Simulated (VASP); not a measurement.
# Al (Immm) in VASP: notebook, part 2 of 2

VASP 6.6.1. Earlier steps stand in the parts before.

## 3. Single point, PBEsol (strain +0.0625 x Voigt [0, 0, 0, 0, 0, 1])

File INCAR:

```
SYSTEM = Al
PREC     = Accurate       ! precision mode
ENCUT    = 520            ! plane-wave cutoff, eV
EDIFF    = 1E-6           ! SCF threshold, eV
ISMEAR   = 0              ! smearing method
SIGMA    = 0.15           ! smearing width, eV
LREAL    = .False.        ! projectors in reciprocal space
LASPH    = .True.         ! aspherical terms in the spheres
NELM     = 60             ! most SCF steps
ALGO     = Fast           ! electronic algorithm
ISIF     = 2              ! what is computed and relaxed
LWAVE    = .False.        ! write WAVECAR
LCHARG   = .True.         ! write CHGCAR
GGA      = PS             ! functional
LELF     = .True.         ! ELF
LVHAR    = .True.       
NBANDS   = 8              ! bands
```

File KPOINTS:

```
Automatic mesh
0
Gamma
  20 20 20
  0 0 0
```

File POSCAR:

```
Al
1.0
    0.0632493750      2.0239800000      2.0239800000
    2.0239800000      0.0632493750      2.0239800000
    2.0872293750      2.0872293750      0.0000000000
Al
1
Direct
    0.0000000000      0.0000000000      0.0000000000
```

Potentials or basis: VASP PAW PBE potentials, release 64 (Al).

Started as:

```
> cat potpaw_PBE.64/Al/POTCAR > POTCAR
> mpirun -np 1 vasp_std > vasp.out
```

OUTCAR:

```text
SYSTEM = Al
   PREC = Accurate
   ENCUT = 520
   EDIFF = 1E-6
   ISMEAR = 0
   LREAL = .False.
   LASPH = .True.
   NELM = 60
   ISIF = 2
   GGA = PS

 ion  position               nearest neighbor table
   1  0.000  0.000  0.000-

  LATTYP: Found a body centered orthorhombic cell.
 ALAT       =     2.7728918420
 B/A-ratio  =     1.0645161290
 C/A-ratio  =     1.4598333547

  Lattice vectors:

 A1 = (   2.0239800000,   0.0632493750,  -2.0239800000)
 A2 = (  -2.0239800000,  -0.0632493750,  -2.0239800000)
 A3 = (   0.0632493750,   2.0239800000,   2.0239800000)

Analysis of symmetry for initial positions (statically):
=====================================================================
 Subroutine PRICEL returns:
 Original cell was already a primitive cell.

 Routine SETGRP: Setting up the symmetry group for a
 body centered orthorhombic supercell.

 Subroutine GETGRP returns: Found  8 space group operations
 (whereof  8 operations were pure point group operations)
 out of a pool of  8 trial point group operations.

The static configuration has the point symmetry D_2h.

Analysis of symmetry for dynamics (positions and initial velocities):
=====================================================================
 Subroutine PRICEL returns:
 Original cell was already a primitive cell.

 Routine SETGRP: Setting up the symmetry group for a
 body centered orthorhombic supercell.

 Subroutine GETGRP returns: Found  8 space group operations
 (whereof  8 operations were pure point group operations)
 out of a pool of  8 trial point group operations.

The dynamic configuration has the point symmetry D_2h.

 Subroutine INISYM returns: Found  8 space group operations
 (whereof  8 operations are pure point group operations),
 and found     1 'primitive' translations

----------------------------------------------------------------------------------------

                                     Primitive cell

  volume of cell :      16.5663

[... 103 lines left out ...]
   IALGO  =     68    algorithm
   IMIX   =      4    mixing-type and parameters
     AMIX     =   0.40;   BMIX     =  1.00
     AMIX_MAG =   1.60;   BMIX_MAG =  1.00
  volume/ion in A,a.u.               =      16.57       111.79
  Fermi-wavevector in a.u.,A,eV,Ry     =   0.926205  1.750274 11.671837  0.857856
  Thomas-Fermi vector in A             =   2.052142
   LORBIT       =      0    0 simple, 1 ext, 2 COOP (PROOUT), +10 PAW based schemes
   GGA     = PS    functional components
   LHFCALC =     F    Hartree Fock is set to
   AEXX    =    0.0000 exact exchange contribution
   IVDW    =     0    specifies the selected vdW correction
   LEPSILON=     F    determine dielectric tensor
   LRPA    =     F    only Hartree local field effects (RPA)
 non-spin polarized calculation
 RMM-DIIS sequential band-by-band and
 Gauss-broadening in eV      SIGMA  =   0.15
  energy-cutoff  :      520.00
  volume of cell :       16.57
 maximum number of plane-waves:       465
 NGX is ok and might be reduce to    24
   NGX = 11   NGY = 11   NGZ = 11

 number of electron       3.0000000 magnetization

 Free energy of the ion-electron system (eV)
  ---------------------------------------------------
  ext. energy  EPLUGINS =         0.00000000
  ---------------------------------------------------
  free energy    TOTEN  =        -4.08538439 eV

  energy without entropy =       -4.08071467  energy(sigma->0) =       -4.08304953

 E-fermi :   7.9155     XC(G=0): -10.2409

 val. band max:        7.9131468304   @ k =  -0.3000   0.1000   0.5000
 cond. band min:       7.9180690662   @ k =  -0.4500   0.1000   0.4500
 fundamental gap:      0.0049222358
 Fermi energy:         7.9155401077

 k-point     1 :       0.0000    0.0000    0.0000
  band No.  band energies     occupation
      1      -3.1964      2.00000
      2      19.5327      0.00000
      3      20.3771      0.00000
      4      20.8982      0.00000
      5      21.4987      0.00000
      6      21.5144      0.00000
      7      23.0422      0.00000
      8      24.8509      0.00000
[... 243 lines left out ...]
 k-point    24 :      -0.3500    0.0500    0.0000
  band No.  band energies     occupation
      1       0.6418      2.00000
      2       7.7582      1.86209
      3      17.4344      0.00000
      4      18.8911      0.00000
      5      19.1011      0.00000
      6      20.7380      0.00000
      7      22.2109      0.00000
      8      25.3161      0.00000

 [... further k-points ...]
[... 5 lines left out ...]
  --------------------------------------------------------------------------------------
  -------------------------------------------------------------------------------------
  Total       -0.1089920     -0.1089920     -0.2467217     -0.2054450      0.0000000      0.0000000
  in kB      -10.5409730    -10.5409730    -23.8612699    -19.8692639      0.0000000      0.0000000
  external PRESSURE =     -14.9810720 kB  Pullay stress =       0.0000000 kB

 VOLUME and BASIS-vectors are now :
 -----------------------------------------------------------------------------
  energy-cutoff  :      520.00
  volume of cell :       16.57
      direct lattice vectors                 reciprocal lattice vectors
     0.063249375  2.023980000  2.023980000    -0.255006982  0.255006982  0.247038014
     2.023980000  0.063249375  2.023980000     0.255006982 -0.255006982  0.247038014
     2.087229375  2.087229375  0.000000000     0.239552014  0.239552014 -0.247038014

 POSITION                                       TOTAL-FORCE (eV/Angst)
 -----------------------------------------------------------------------------------
      0.00000      0.00000      0.00000         0.000000      0.000000      0.000000
 -----------------------------------------------------------------------------------
    total drift:                                0.000000     -0.000000     -0.000000

  FREE ENERGIE OF THE ION-ELECTRON SYSTEM (eV)
  ---------------------------------------------------
  free  energy   TOTEN  =        -4.0853843913 eV

  energy  without entropy=       -4.0807146675  energy(sigma->0) =       -4.08304953
```

OSZICAR:

```text
N       E                     dE             d eps       ncg     rms          rms(c)
DAV:   1    -0.269182092743E+01   -0.26918E+01   -0.85113E+02 18728   0.203E+02
DAV:   2    -0.410678163871E+01   -0.14150E+01   -0.13600E+01 25896   0.188E+01
DAV:   3    -0.411387972518E+01   -0.70981E-02   -0.70950E-02 23728   0.148E+00
DAV:   4    -0.411389776346E+01   -0.18038E-04   -0.18039E-04 29160   0.663E-02
DAV:   5    -0.411389780794E+01   -0.44479E-07   -0.43364E-07 24368   0.180E-03    0.139E+00
RMM:   6    -0.409686693554E+01    0.17031E-01   -0.14083E-03 18686   0.186E-01    0.805E-01
RMM:   7    -0.408536892128E+01    0.11498E-01   -0.42138E-03 21644   0.315E-01    0.133E-01
RMM:   8    -0.408538196282E+01   -0.13042E-04   -0.22754E-04 20887   0.900E-02    0.299E-02
RMM:   9    -0.408538564894E+01   -0.36861E-05   -0.33226E-05 21522   0.363E-02    0.158E-02
RMM:  10    -0.408538425420E+01    0.13947E-05   -0.52705E-06 22002   0.137E-02    0.331E-02
RMM:  11    -0.408538439132E+01   -0.13712E-06   -0.10143E-06 19454   0.595E-03
   1 F= -.40853844E+01 E0= -.40830495E+01  d E =-.466972E-02
```

stdout:

```text
POSCAR found type information on POSCAR Al
 POSCAR found :  1 types and       1 ions
 scaLAPACK will be used
 -----------------------------------------------------------------------------
|                                                                             |
|                                                                             |
|     You enforced a specific xc type in the INCAR file but a different       |
|     I HOPE YOU KNOW WHAT YOU ARE DOING!                                     |
|                                                                             |
 -----------------------------------------------------------------------------

 LDA part: xc-table for (Slater+PW92), standard interpolation
 POSCAR, INCAR and KPOINTS ok, starting setup
 FFT: planning ... GRIDC
 FFT: planning ... GRID_SOFT
 FFT: planning ... GRID
 WAVECAR not read
 entering main loop
```

Wall time 84 s (1 thread of Intel Xeon 8259CL, shared host); peak memory 0.24 GiB.

What came out:

```yaml
Free_energy: -4.0854 eV
Pressure: -1.5 GPa
Band_gap_on_the_k_mesh: zero (an odd number of electrons rules out a gap without spin polarisation)
```

Caveat: the cell differs from its parent crystal (strain +0.0625 x Voigt [0, 0, 0, 0, 0, 1]); the PAW data sets were made with another functional, which shifts forces and pressure a little.

## 4. Single point, PBEsol (strain +0.0375 x Voigt [0, 0, 0, 0, 0, 1])

File INCAR:

```
SYSTEM = Al
PREC = Accurate
ENCUT = 520
EDIFF = 1E-6
ISMEAR = 0
SIGMA = 0.15
LREAL = .FALSE.
LASPH = .TRUE.
NELM = 100
ALGO = Fast
ISIF = 2
LWAVE = .FALSE.
LCHARG = .FALSE.
GGA = PS
NBANDS = 8
```

File KPOINTS:

```
regular mesh
0
G
  20 20 20
  0 0 0
```

File POSCAR:

```
Al
1.0
    0.0379496250      2.0239800000      2.0239800000
    2.0239800000      0.0379496250      2.0239800000
    2.0619296250      2.0619296250      0.0000000000
Al
1
Direct
    0.0000000000      0.0000000000      0.0000000000
```

Potentials or basis: VASP PAW PBE potentials, release 64 (Al).

Started as:

```
> cat potpaw_PBE.64/Al/POTCAR > POTCAR
> mpirun -np 1 vasp_std > vasp.out
```

OUTCAR:

```text
SYSTEM = Al
   PREC = Accurate
   ENCUT = 520
   EDIFF = 1E-6
   ISMEAR = 0
   LREAL = .FALSE.
   LASPH = .TRUE.
   NELM = 100
   ISIF = 2
   GGA = PS

 ion  position               nearest neighbor table
   1  0.000  0.000  0.000-

  LATTYP: Found a body centered orthorhombic cell.
 ALAT       =     2.8086710916
 B/A-ratio  =     1.0382165605
 C/A-ratio  =     1.4412367515

  Lattice vectors:

 A1 = (   2.0239800000,   0.0379496250,  -2.0239800000)
 A2 = (  -2.0239800000,  -0.0379496250,  -2.0239800000)
 A3 = (   0.0379496250,   2.0239800000,   2.0239800000)

Analysis of symmetry for initial positions (statically):
=====================================================================
 Subroutine PRICEL returns:
 Original cell was already a primitive cell.

 Routine SETGRP: Setting up the symmetry group for a
 body centered orthorhombic supercell.

 Subroutine GETGRP returns: Found  8 space group operations
 (whereof  8 operations were pure point group operations)
 out of a pool of  8 trial point group operations.

The static configuration has the point symmetry D_2h.

Analysis of symmetry for dynamics (positions and initial velocities):
=====================================================================
 Subroutine PRICEL returns:
 Original cell was already a primitive cell.

 Routine SETGRP: Setting up the symmetry group for a
 body centered orthorhombic supercell.

 Subroutine GETGRP returns: Found  8 space group operations
 (whereof  8 operations were pure point group operations)
 out of a pool of  8 trial point group operations.

The dynamic configuration has the point symmetry D_2h.

 Subroutine INISYM returns: Found  8 space group operations
 (whereof  8 operations are pure point group operations),
 and found     1 'primitive' translations

----------------------------------------------------------------------------------------

                                     Primitive cell

  volume of cell :      16.5766

[... 103 lines left out ...]
   IALGO  =     68    algorithm
   IMIX   =      4    mixing-type and parameters
     AMIX     =   0.40;   BMIX     =  1.00
     AMIX_MAG =   1.60;   BMIX_MAG =  1.00
  volume/ion in A,a.u.               =      16.58       111.86
  Fermi-wavevector in a.u.,A,eV,Ry     =   0.926012  1.749909 11.666971  0.857498
  Thomas-Fermi vector in A             =   2.051928
   LORBIT       =      0    0 simple, 1 ext, 2 COOP (PROOUT), +10 PAW based schemes
   GGA     = PS    functional components
   LHFCALC =     F    Hartree Fock is set to
   AEXX    =    0.0000 exact exchange contribution
   IVDW    =     0    specifies the selected vdW correction
   LEPSILON=     F    determine dielectric tensor
   LRPA    =     F    only Hartree local field effects (RPA)
 non-spin polarized calculation
 RMM-DIIS sequential band-by-band and
 Gauss-broadening in eV      SIGMA  =   0.15
  energy-cutoff  :      520.00
  volume of cell :       16.58
 maximum number of plane-waves:       466
 NGX is ok and might be reduce to    24
   NGX = 11   NGY = 11   NGZ = 11

 number of electron       3.0000000 magnetization

 Free energy of the ion-electron system (eV)
  ---------------------------------------------------
  ext. energy  EPLUGINS =         0.00000000
  ---------------------------------------------------
  free energy    TOTEN  =        -4.08943093 eV

  energy without entropy =       -4.08462508  energy(sigma->0) =       -4.08702801

 E-fermi :   7.9195     XC(G=0): -10.2396

 val. band max:        7.9053955483   @ k =  -0.3500   0.5000   0.2000
 cond. band min:       7.9212472970   @ k =  -0.4500   0.0500   0.4000
 fundamental gap:      0.0158517488
 Fermi energy:         7.9195463638

 k-point     1 :       0.0000    0.0000    0.0000
  band No.  band energies     occupation
      1      -3.1972      2.00000
      2      19.8944      0.00000
      3      20.4334      0.00000
      4      21.0725      0.00000
      5      21.2953      0.00000
      6      21.7565      0.00000
      7      22.5800      0.00000
      8      24.5439      0.00000
[... 243 lines left out ...]
 k-point    24 :      -0.3500    0.0500    0.0000
  band No.  band energies     occupation
      1       0.5664      2.00000
      2       7.5910      1.99805
      3      17.3344      0.00000
      4      19.1957      0.00000
      5      19.3542      0.00000
      6      20.8812      0.00000
      7      22.4182      0.00000
      8      25.3177      0.00000

 [... further k-points ...]
[... 5 lines left out ...]
  --------------------------------------------------------------------------------------
  -------------------------------------------------------------------------------------
  Total       -0.1517325     -0.1517325     -0.2326035     -0.1243827      0.0000000      0.0000000
  in kB      -14.6653765    -14.6653765    -22.4817854    -12.0219395      0.0000000      0.0000000
  external PRESSURE =     -17.2708461 kB  Pullay stress =       0.0000000 kB

 VOLUME and BASIS-vectors are now :
 -----------------------------------------------------------------------------
  energy-cutoff  :      520.00
  volume of cell :       16.58
      direct lattice vectors                 reciprocal lattice vectors
     0.037949625  2.023980000  2.023980000    -0.251758486  0.251758486  0.247038014
     2.023980000  0.037949625  2.023980000     0.251758486 -0.251758486  0.247038014
     2.061929625  2.061929625  0.000000000     0.242491302  0.242491302 -0.247038014

 POSITION                                       TOTAL-FORCE (eV/Angst)
 -----------------------------------------------------------------------------------
      0.00000      0.00000      0.00000        -0.000000      0.000000      0.000000
 -----------------------------------------------------------------------------------
    total drift:                                0.000000     -0.000000      0.000000

  FREE ENERGIE OF THE ION-ELECTRON SYSTEM (eV)
  ---------------------------------------------------
  free  energy   TOTEN  =        -4.0894309332 eV

  energy  without entropy=       -4.0846250789  energy(sigma->0) =       -4.08702801
```

It took 86 s on 1 thread of Intel Xeon 8259CL, shared host; peak memory 0.25 GiB.

What came out:

| Item | Value |
| --- | --- |
| Free energy | -4.0894 eV |
| Pressure | -1.7 GPa |
| Band gap on the k mesh | zero (an odd number of electrons rules out a gap without spin polarisation) |

Caveat: the cell differs from its parent crystal (strain +0.0375 x Voigt [0, 0, 0, 0, 0, 1]); the PAW data sets were made with another functional, which shifts forces and pressure a little.

## 5. Single point, PBEsol (strain +0.0125 x Voigt [0, 0, 0, 0, 0, 1])

File INCAR:

```
SYSTEM = Al
PREC = Accurate ; ENCUT = 520
EDIFF = 1E-6 ; ISMEAR = 0
SIGMA = 0.15 ; LREAL = .FALSE.
LASPH = .TRUE. ; NELM = 80
ALGO = Fast ; ISIF = 2
LWAVE = .FALSE. ; LCHARG = .TRUE.
GGA = PS ; LELF = .TRUE.
LVHAR = .TRUE. ; NBANDS = 8
```

KPOINTS is that of step 4.

File POSCAR:

```
Al
1.0
    0.0126498750      2.0239800000      2.0239800000
    2.0239800000      0.0126498750      2.0239800000
    2.0366298750      2.0366298750      0.0000000000
Al
1
Direct
    0.0000000000      0.0000000000      0.0000000000
```

Started as:

```
> cat potpaw_PBE.64/Al/POTCAR > POTCAR
> mpirun -np 1 vasp_std > vasp.out
```

It took 89 s on 1 thread of Intel Xeon 8259CL, shared host; peak memory 0.25 GiB.

Results (log left out):

| Quantity | Value |
| --- | --- |
| Free energy | -4.0914 eV |
| Pressure | -1.8 GPa |
| Band gap on the k mesh | zero (an odd number of electrons rules out a gap without spin polarisation) |

Stress tensor (GPa, compression positive):
```
-1.79 -0.39  0.00
-0.39 -1.79  0.00
 0.00  0.00 -1.96
```

Levels at points of the mesh, in eV from the Fermi level:
| k point | band 1 | band 2 | band 3 | band 4 | band 5 |
| --- | --- | --- | --- | --- | --- |
| (0.00, 0.00, 0.00) | -11.13 | 12.34 | 12.53 | 12.73 | 13.77 |
| (0.50, 0.00, 0.00) | -4.58 | -4.33 | 11.16 | 11.21 | 11.25 |
| (0.50, 0.50, 0.00) | -2.94 | -1.64 | 5.21 | 5.31 | 5.75 |
| (0.00, 0.00, 0.50) | -4.64 | -4.48 | 11.34 | 11.35 | 11.46 |
| (0.50, 0.00, 0.50) | -2.94 | -1.64 | 5.22 | 5.53 | 5.53 |

Caveat: the cell differs from its parent crystal (strain +0.0125 x Voigt [0, 0, 0, 0, 0, 1]); the PAW data sets were made with another functional, which shifts forces and pressure a little.

## 6. Summary

```tsv
cell	further INCAR settings	gap on the mesh (eV)	pressure (GPa)
a = 2.862, b = 2.862, c = 2.898 Å, angles 59.6, 59.6, 59.2°, 1 atom	ALGO = Fast; EDIFF = 1e-07; NBANDS = 8	none	-1.8
a = 2.863, b = 2.863, c = 2.952 Å, angles 59.0, 59.0, 57.9°, 1 atom	ALGO = Fast; EDIFF = 1e-06; NBANDS = 8	none	-1.5
a = 2.863, b = 2.863, c = 2.916 Å, angles 59.4, 59.4, 58.8°, 1 atom	ALGO = Fast; EDIFF = 1e-06; NBANDS = 8	none	-1.7
a = 2.862, b = 2.862, c = 2.880 Å, angles 59.8, 59.8, 59.6°, 1 atom	ALGO = Fast; EDIFF = 1e-06; NBANDS = 8	none	-1.8
```

Alike in all rows: task single point; level PBEsol; potentials or basis VASP PAW PBE potentials, release 64 (Al); no spin polarisation; k mesh 20 × 20 × 20; cutoff (eV) 520; smearing gaussian 0.15 eV.

Caveats: the PAW data sets were made with another functional, which shifts forces and pressure a little.

Total energies depend on the potentials used, so only differences within one code and one set of settings carry meaning.
